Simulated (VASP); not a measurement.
# In15GaP16 (a cell with a defect) in VASP: notebook

The runs below take In15GaP16 (a cell with a defect) through single point, with PBE.

All numbers are computed with VASP 6.6.1; they aren't measurements. Logs are shortened: lines on timing, memory, paths and dates and some standing lists are left out, and cuts for length are marked.

## (1) The cell of the first run

The cell holds a defect, 32 atoms: a = 10.323 Å, b = 10.323 Å, c = 10.323 Å, α = 109.47°, β = 109.47°, γ = 109.47°.

## (2) Single point, PBE, collinear spin

Contents of INCAR:

```
PREC = Accurate ; ENCUT = 520
EDIFF = 1E-6 ; ISMEAR = 0
SIGMA = 0.02 ; LREAL = Auto
LASPH = T ; NELM = 150
ALGO = Normal ; ISIF = 2
LWAVE = F ; LCHARG = F
ISPIN = 2 ; MAGMOM = 0.2 0 0 0 0 0 0 0 0 0 0 0 0 0 0 0 0.2 0 0.2 0.2 0 0 0 0 0 0 0 0.2 0 0 0 0
LORBIT = 11 ; GGA = PE
NBANDS = 170 ; NELECT = 287.0
```

Contents of KPOINTS:

```
regular mesh
0
Gamma
  1 1 1
```

Contents of POSCAR:

```
In15GaP16
1.0
   -5.9597880294     -5.9597880294      5.9597880294
    5.9597880294     -5.9597880294     -5.9597880294
    5.9597880294      5.9597880294      5.9597880294
Ga In P
1 15 16
Direct
    0.2500000000      0.5000000000      0.2500000000
    0.0018548024      0.5000000000      0.4970106896
    0.4970106896      0.2518548024      0.2500000000
    0.2500000000      0.2518548024      0.4970106896
    0.0029893104      0.2529893104      0.7548441128
    0.7500000000      0.5000000000      0.7500000000
    0.4970106896      0.5000000000      0.0018548024
    1.0018548024      0.7470106896      0.2500000000
    0.7500000000      0.0000000000      0.2500000000
    0.4981451976     -0.0048441128      0.4981451976
    0.2500000000      0.0000000000      0.7500000000
    0.0029893104      0.0048441128      0.0029893104
    0.7548441128      0.2529893104      0.0029893104
    0.7451558872      0.7481451976      0.4981451976
    0.4981451976      0.7481451976      0.7451558872
    0.2500000000      0.7470106896      0.0018548024
    0.2500000000      0.7358249214      0.2500000000
   -0.0022856259      0.7496728950      0.4996728950
    0.4858249214      0.5000000000      0.2500000000
    0.2500000000      0.5000000000      0.4858249214
    0.0003271050      0.5000000000      0.7480414791
    0.7519585209      0.7522856259      0.7519585209
    0.4996728950      0.7496728950     -0.0022856259
    0.0003271050     -0.0019585209      0.2500000000
    0.7480414791      0.2503271050      0.2500000000
    0.4996728950      0.2477143741      0.4996728950
    0.2500000000      0.2503271050      0.7480414791
    0.0141750786      0.2641750786      0.0141750786
    0.7480414791      0.5000000000      0.0003271050
    0.7519585209      0.0019585209      0.5022856259
    0.5022856259      0.0019585209      0.7519585209
    0.2500000000     -0.0019585209      0.0003271050
```

Potentials or basis: VASP PAW PBE potentials, release 64 (Ga_d, In_d, P).

On the command line:

```
> cat potpaw_PBE.64/Ga_d/POTCAR potpaw_PBE.64/In_d/POTCAR potpaw_PBE.64/P/POTCAR > POTCAR
> mpirun -np 1 vasp_gam > vasp.out
```

OUTCAR:

```text
PREC = Accurate
   ENCUT = 520
   EDIFF = 1E-6
   ISMEAR = 0
   LREAL = Auto
   LASPH = T
   NELM = 150
   ISIF = 2
   ISPIN = 2
   LORBIT = 11
   GGA = PE
   NELECT = 287.0

 ion  position               nearest neighbor table
   1  0.250  0.500  0.250-  17 2.43  19 2.43  20 2.43  28 2.43
   2  0.002  0.500  0.497-  25 2.58  18 2.58  21 2.60  20 2.60
   3  0.497  0.252  0.250-  32 2.58  26 2.58  25 2.60  19 2.60
   4  0.250  0.252  0.497-  24 2.58  26 2.58  27 2.60  20 2.60
   5  0.003  0.253  0.755-  21 2.58  27 2.58  30 2.60  28 2.60
   6  0.750  0.500  0.750-  21 2.59  29 2.59  26 2.59  22 2.59
[... 24 lines left out ...]
  31  0.502  0.002  0.752-  10 2.58  15 2.58  11 2.59  13 2.60
  32  0.250  0.998  0.000-   3 2.58  12 2.58  11 2.59  16 2.60

  LATTYP: Found a body centered cubic cell.
 ALAT       =    11.9195760588

  Lattice vectors:

 A1 = (  -5.9597880294,  -5.9597880294,   5.9597880294)
 A2 = (   5.9597880294,  -5.9597880294,  -5.9597880294)
 A3 = (   5.9597880294,   5.9597880294,   5.9597880294)

Analysis of symmetry for initial positions (statically):
=====================================================================
 Subroutine PRICEL returns:
 Original cell was already a primitive cell.

 Routine SETGRP: Setting up the symmetry group for a
 body centered cubic supercell.

 Subroutine GETGRP returns: Found 24 space group operations
 (whereof  2 operations were pure point group operations)
 out of a pool of 48 trial point group operations.

The static configuration has the point symmetry C_1h.
 The point group associated with its full space group is T_d .

Analysis of symmetry for dynamics (positions and initial velocities):
=====================================================================
 Subroutine PRICEL returns:
 Original cell was already a primitive cell.

 Routine SETGRP: Setting up the symmetry group for a
 body centered cubic supercell.

 Subroutine GETGRP returns: Found 24 space group operations
 (whereof  2 operations were pure point group operations)
 out of a pool of 48 trial point group operations.

The dynamic configuration has the point symmetry C_1h.
 The point group associated with its full space group is T_d .

Analysis of structural, dynamic, and magnetic symmetry:
=====================================================================
 Subroutine PRICEL returns:
 Original cell was already a primitive cell.

 Routine SETGRP: Setting up the symmetry group for a
 body centered cubic supercell.

 Subroutine GETGRP returns: Found 24 space group operations
 (whereof  2 operations were pure point group operations)
 out of a pool of 48 trial point group operations.

The overall configuration has the point symmetry C_1h.
 The point group associated with its full space group is T_d .

 Subroutine INISYM returns: Found 24 space group operations
 (whereof  2 operations are pure point group operations),
 and found     1 'primitive' translations

----------------------------------------------------------------------------------------

                                     Primitive cell

  volume of cell :     846.7446

  direct lattice vectors                    reciprocal lattice vectors
    -5.959788029 -5.959788029  5.959788029     0.000000000 -0.083895601  0.083895601
     5.959788029 -5.959788029 -5.959788029     0.083895601 -0.083895601  0.000000000
     5.959788029  5.959788029  5.959788029     0.083895601  0.000000000  0.083895601

  length of vectors
    10.322655669 10.322655669 10.322655669     0.118646297  0.118646297  0.118646297

  position of ions in fractional coordinates (direct lattice)
     0.250000000  0.500000000  0.250000000
     0.001854802  0.500000000  0.497010690
     0.497010690  0.251854802  0.250000000
     0.250000000  0.251854802  0.497010690
     0.002989310  0.252989310  0.754844113
     0.750000000  0.500000000  0.750000000
[... 24 lines left out ...]
     0.502285626  0.001958521  0.751958521
     0.250000000  0.998041479  0.000327105

  ion indices of the primitive-cell ions
   primitive index   ion index
                 1           1
                 2           2
                 3           3
                 4           4
                 5           5
                 6           6
[... 24 lines left out ...]
                31          31
                32          32

----------------------------------------------------------------------------------------

 KPOINTS: regular mesh

Automatic generation of k-mesh.
 Grid dimensions read from file:
 generate k-points for:    1    1    1

 Generating k-lattice:

  Cartesian coordinates                     Fractional coordinates (reciprocal lattice)
     0.000000000 -0.083895601  0.083895601     1.000000000  0.000000000  0.000000000
     0.083895601 -0.083895601  0.000000000     0.000000000  1.000000000  0.000000000
     0.083895601  0.000000000  0.083895601     0.000000000  0.000000000  1.000000000

  Length of vectors
[... 51 lines left out ...]
     AMIX_MAG =   1.60;   BMIX_MAG =  1.00
  volume/ion in A,a.u.               =      26.46       178.57
  Fermi-wavevector in a.u.,A,eV,Ry     =   1.141435  2.157000 17.726686  1.302875
  Thomas-Fermi vector in A             =   2.278136
   LORBIT       =     11    0 simple, 1 ext, 2 COOP (PROOUT), +10 PAW based schemes
   GGA     = PE    functional components
   LHFCALC =     F    Hartree Fock is set to
   AEXX    =    0.0000 exact exchange contribution
   IVDW    =     0    specifies the selected vdW correction
   LEPSILON=     F    determine dielectric tensor
   LRPA    =     F    only Hartree local field effects (RPA)
 spin polarized calculation
 Gauss-broadening in eV      SIGMA  =   0.02
  energy-cutoff  :      520.00
  volume of cell :      846.74
 maximum number of plane-waves:     11416
 NGX is ok and might be reduce to    80
   NGX = 39   NGY = 39   NGZ = 39

 number of electron     286.9999988 magnetization       0.9998836

 Free energy of the ion-electron system (eV)
  ---------------------------------------------------
  ext. energy  EPLUGINS =         0.00000000
  ---------------------------------------------------
  free energy    TOTEN  =      -136.69119842 eV

  energy without entropy =     -136.67576879  energy(sigma->0) =     -136.68348361

 E-fermi :   4.5741     XC(G=0):  -8.9890

 val. band max:        4.5679873411   @ k =   0.0000   0.0000   0.0000
 cond. band min:       4.9306423444   @ k =   0.0000   0.0000   0.0000
 fundamental gap:      0.3626550033
 Fermi energy:         4.5740795142

 spin component 1

 k-point     1 :       0.0000    0.0000    0.0000
  band No.  band energies     occupation
      1     -10.0045      1.00000
      2     -10.0045      1.00000
      3     -10.0045      1.00000
      4      -9.9273      1.00000
      5      -9.9273      1.00000
      6      -9.7353      1.00000
[... 147 lines left out ...]
    154       7.2992      0.00000
    155       7.2992      0.00000
 Fermi energy:         4.5740795142

 spin component 2

 k-point     1 :       0.0000    0.0000    0.0000
  band No.  band energies     occupation
      1     -10.0015      1.00000
      2     -10.0015      1.00000
      3     -10.0015      1.00000
      4      -9.9270      1.00000
      5      -9.9270      1.00000
      6      -9.7298      1.00000
[... 147 lines left out ...]
    154       7.3214      0.00000
    155       7.3214      0.00000
 [bands above 155 left out]

------------------------ aborting loop because EDIFF is reached ----------------------------------------

  FORCE on cell =-STRESS in cart. coord.  units (eV):
  Direction    XX          YY          ZZ          XY          YZ          ZX
  --------------------------------------------------------------------------------------
  -------------------------------------------------------------------------------------
  Total      -14.6085741    -14.6085741    -14.6085741     -0.0000000      0.0000000      0.0000000
  in kB      -27.6417783    -27.6417783    -27.6417783     -0.0000000      0.0000000      0.0000000
  external PRESSURE =     -27.6417783 kB  Pullay stress =       0.0000000 kB

 VOLUME and BASIS-vectors are now :
 -----------------------------------------------------------------------------
  energy-cutoff  :      520.00
  volume of cell :      846.74
      direct lattice vectors                 reciprocal lattice vectors
    -5.959788029 -5.959788029  5.959788029     0.000000000 -0.083895601  0.083895601
     5.959788029 -5.959788029 -5.959788029     0.083895601 -0.083895601  0.000000000
     5.959788029  5.959788029  5.959788029     0.083895601  0.000000000  0.083895601

 POSITION                                       TOTAL-FORCE (eV/Angst)
 -----------------------------------------------------------------------------------
      2.97989     -2.97989      0.00000         0.000000     -0.000000     -0.000000
      5.93092     -0.02887     -0.00676         0.013983      0.013983     -0.012212
      0.02887     -2.97313      2.95102        -0.013983      0.012212      0.013983
      2.97313     -0.02887      2.95102        -0.012212      0.013983      0.013983
      5.98866      2.97313      3.00876        -0.013983     -0.012212     -0.013983
      2.97989     -2.97989      5.95979         0.000000     -0.000000     -0.000000
[... 24 lines left out ...]
      1.49967      1.47633      7.46336         0.002395     -0.001226      0.001226
      4.46012     -7.43611     -4.45622        -0.002395      0.001226      0.001226
 -----------------------------------------------------------------------------------
    total drift:                               -0.000044      0.000055     -0.000044

  FREE ENERGIE OF THE ION-ELECTRON SYSTEM (eV)
  ---------------------------------------------------
  free  energy   TOTEN  =      -136.6911984250 eV

  energy  without entropy=     -136.6757687859  energy(sigma->0) =     -136.68348361

 total charge

# of ion       s       p       d       tot
------------------------------------------
    1        0.836   0.734  10.000  11.570
    2        0.809   0.701   9.892  11.403
    3        0.809   0.701   9.892  11.403
    4        0.809   0.701   9.892  11.403
    5        0.809   0.701   9.892  11.403
    6        0.809   0.698   9.893  11.400
[... 24 lines left out ...]
   31        1.016   1.479   0.000   2.494
   32        1.016   1.479   0.000   2.494
--------------------------------------------------
tot         29.219  34.882 158.386 222.488

 magnetization (x)

# of ion       s       p       d       tot
------------------------------------------
    1       -0.002   0.000   0.004   0.002
    2       -0.002   0.002   0.004   0.004
    3       -0.002   0.002   0.004   0.004
    4       -0.002   0.002   0.004   0.004
    5       -0.002   0.002   0.004   0.004
    6       -0.002   0.001   0.004   0.003
[... 24 lines left out ...]
   31        0.001   0.031   0.000   0.032
   32        0.001   0.031   0.000   0.032
--------------------------------------------------
tot         -0.012   0.505   0.059   0.551
```

It took 11 min on 1 thread of Intel Xeon Platinum 8375C at 2.90GHz (Ice Lake), shared host; peak memory 1.4 GiB.

What came out:

```
Free energy                                           : -136.6912 eV
Largest force                                         : 0.023 eV/Å
Net moment                                            : 1.00 μB per cell
Site moments                                          : Ga +0.00; In +0.00; P +0.03 μB
Valence electrons inside the program's atomic spheres : Ga 11.57; In 11.40; P 2.49
```

Forces on the atoms (eV/Å):
```
Ga   0.000  0.000  0.000
In   0.014  0.014 -0.012
In  -0.014  0.012  0.014
In  -0.012  0.014  0.014
In  -0.014 -0.012 -0.014
In   0.000  0.000  0.000
In  -0.014 -0.014 -0.012
In   0.014  0.012 -0.014
In   0.000  0.000  0.000
In   0.014 -0.014  0.012
In   0.000  0.000  0.000
In  -0.014  0.014  0.012
In   0.012  0.014 -0.014
In   0.012 -0.014  0.014
In   0.014 -0.012  0.014
In  -0.012 -0.014 -0.014
P    0.002 -0.002 -0.002
P    0.002  0.001 -0.001
P   -0.002 -0.002  0.002
P    0.002  0.002  0.002
P   -0.001 -0.001 -0.002
P    0.001 -0.001  0.002
P   -0.001 -0.002 -0.001
P   -0.001  0.002  0.001
P    0.001  0.002 -0.001
P   -0.001  0.001  0.002
P   -0.002 -0.001 -0.001
P   -0.002  0.002 -0.002
P    0.001  0.001 -0.002
P    0.001 -0.002  0.001
P    0.002 -0.001  0.001
P   -0.002  0.001  0.001
```

Levels at points of the mesh, in eV from the Fermi level:
Spin up:
| k point | band 141 | band 142 | band 143 | band 144 | band 145 | band 146 | band 147 | band 148 |
| --- | --- | --- | --- | --- | --- | --- | --- | --- |
| (0.00, 0.00, 0.00) | -0.92 | -0.06 | -0.06 | -0.06 | 0.36 | 1.83 | 1.83 | 1.83 |
Spin down:
| k point | band 142 | band 143 | band 144 | band 145 | band 146 | band 147 |
| --- | --- | --- | --- | --- | --- | --- |
| (0.00, 0.00, 0.00) | -0.01 | -0.01 | -0.01 | 0.37 | 1.84 | 1.84 |

Caveat: the k points lie up to 0.75 Å⁻¹ apart; the cell carries a net charge on a neutralising background, which shifts energy and pressure; the cell is charged against a uniform background, so pressure and absolute levels hang on convention; spin-orbit coupling is left out, which moves the levels of the heavy elements.

## (3) Single point, PBE, collinear spin

Contents of INCAR:

```
SYSTEM = In15GaP16
ALGO     = Normal         ! electronic algorithm
EDIFF    = 1E-6           ! SCF threshold, eV
ENCUT    = 520            ! plane-wave cutoff, eV
GGA      = PE             ! functional
ISIF     = 2              ! what is computed and relaxed
ISMEAR   = 0              ! smearing method
ISPIN    = 2              ! spin polarisation
LASPH    = .TRUE.         ! aspherical terms in the spheres
LCHARG   = .FALSE.        ! write CHGCAR
LORBIT   = 11             ! projections on sites
LREAL    = Auto         
LWAVE    = .FALSE.        ! write WAVECAR
MAGMOM   = 0.2 0 0 0 0 0 0 0 0 0 0 0 0 0 0 0 0.2 0 0.2 0.2 0 0 0 0 0 0 0 0.2 0 0 0 0 ! initial moments
NBANDS   = 170            ! bands
NELECT   = 289.0        
NELM     = 150            ! most SCF steps
PREC     = Accurate       ! precision mode
SIGMA    = 0.02           ! smearing width, eV
```

Contents of KPOINTS:

```
k-points
0
G
  1 1 1
  0 0 0
```

Contents of POSCAR:

```
In15GaP16
1.0
   -5.9597880294     -5.9597880294      5.9597880294
    5.9597880294     -5.9597880294     -5.9597880294
    5.9597880294      5.9597880294      5.9597880294
Ga In P
1 15 16
Direct
    0.2500000000      0.5000000000      0.2500000000
    0.0020341537      0.5000000000      0.4971928661
    0.4971928661      0.2520341537      0.2500000000
    0.2500000000      0.2520341537      0.4971928661
    0.0028071339      0.2528071339      0.7548412876
    0.7500000000      0.5000000000      0.7500000000
    0.4971928661      0.5000000000      0.0020341537
    1.0020341537      0.7471928661      0.2500000000
    0.7500000000      0.0000000000      0.2500000000
    0.4979658463     -0.0048412876      0.4979658463
    0.2500000000      0.0000000000      0.7500000000
    0.0028071339      0.0048412876      0.0028071339
    0.7548412876      0.2528071339      0.0028071339
    0.7451587124      0.7479658463      0.4979658463
    0.4979658463      0.7479658463      0.7451587124
    0.2500000000      0.7471928661      0.0020341537
    0.2500000000      0.7356312132      0.2500000000
   -0.0020838244      0.7496528151      0.4996528151
    0.4856312132      0.5000000000      0.2500000000
    0.2500000000      0.5000000000      0.4856312132
    0.0003471849      0.5000000000      0.7482633605
    0.7517366395      0.7520838244      0.7517366395
    0.4996528151      0.7496528151     -0.0020838244
    0.0003471849     -0.0017366395      0.2500000000
    0.7482633605      0.2503471849      0.2500000000
    0.4996528151      0.2479161756      0.4996528151
    0.2500000000      0.2503471849      0.7482633605
    0.0143687868      0.2643687868      0.0143687868
    0.7482633605      0.5000000000      0.0003471849
    0.7517366395      0.0017366395      0.5020838244
    0.5020838244      0.0017366395      0.7517366395
    0.2500000000     -0.0017366395      0.0003471849
```

Potentials or basis: VASP PAW PBE potentials, release 64 (Ga_d, In_d, P).

On the command line:

```
> cat potpaw_PBE.64/Ga_d/POTCAR potpaw_PBE.64/In_d/POTCAR potpaw_PBE.64/P/POTCAR > POTCAR
> mpirun -np 1 vasp_gam > vasp.out
```

It took 10 min on 1 thread of Intel Xeon Platinum 8375C at 2.90GHz (Ice Lake), shared host; peak memory 1.4 GiB.

Results (log left out):

```yaml
Free_energy: -127.1791 eV
Largest_force: 0.029 eV/Å
Net_moment: 0.95 μB per cell
Site_moments: Ga +0.03; In +0.02; P +0.02 μB
Valence_electrons_inside_the_program's_atomic_spheres: Ga 11.61; In 11.44, 11.43 (each value once); P 2.51, 2.52 (each value once)
```

Forces in eV/Å, atoms in the order of the input:
```
Ga   0.000  0.000  0.000
In   0.015  0.015 -0.020
In  -0.015  0.020  0.015
In  -0.020  0.015  0.015
In  -0.015 -0.020 -0.015
In   0.000  0.000  0.000
In  -0.015 -0.015 -0.020
In   0.015  0.020 -0.015
In   0.000  0.000  0.000
In   0.015 -0.015  0.020
In   0.000  0.000  0.000
In  -0.015  0.015  0.020
In   0.020  0.015 -0.015
In   0.020 -0.015  0.015
In   0.015 -0.020  0.015
In  -0.020 -0.015 -0.015
P    0.001 -0.001 -0.001
P    0.005  0.003 -0.003
P   -0.001 -0.001  0.001
P    0.001  0.001  0.001
P   -0.003 -0.003 -0.005
P    0.003 -0.003  0.005
P   -0.003 -0.005 -0.003
P   -0.003  0.005  0.003
P    0.003  0.005 -0.003
P   -0.003  0.003  0.005
P   -0.005 -0.003 -0.003
P   -0.001  0.001 -0.001
P    0.003  0.003 -0.005
P    0.003 -0.005  0.003
P    0.005 -0.003  0.003
P   -0.005  0.003  0.003
```

Levels at points of the mesh, in eV from the Fermi level:
Spin up:
| k point | band 143 | band 144 | band 145 | band 146 | band 147 | band 148 |
| --- | --- | --- | --- | --- | --- | --- |
| (0.00, 0.00, 0.00) | -0.37 | -0.37 | -0.03 | 1.37 | 1.37 | 1.37 |
Spin down:
| k point | band 140 | band 141 | band 142 | band 143 | band 144 | band 145 | band 146 | band 147 | band 148 | band 149 |
| --- | --- | --- | --- | --- | --- | --- | --- | --- | --- | --- |
| (0.00, 0.00, 0.00) | -1.23 | -1.23 | -0.35 | -0.35 | -0.35 | 0.03 | 1.42 | 1.42 | 1.42 | 1.78 |

Caveat: the k points lie up to 0.75 Å⁻¹ apart; the cell carries a net charge on a neutralising background, which shifts energy and pressure; the cell is charged against a uniform background, so pressure and absolute levels hang on convention; spin-orbit coupling is left out, which moves the levels of the heavy elements.
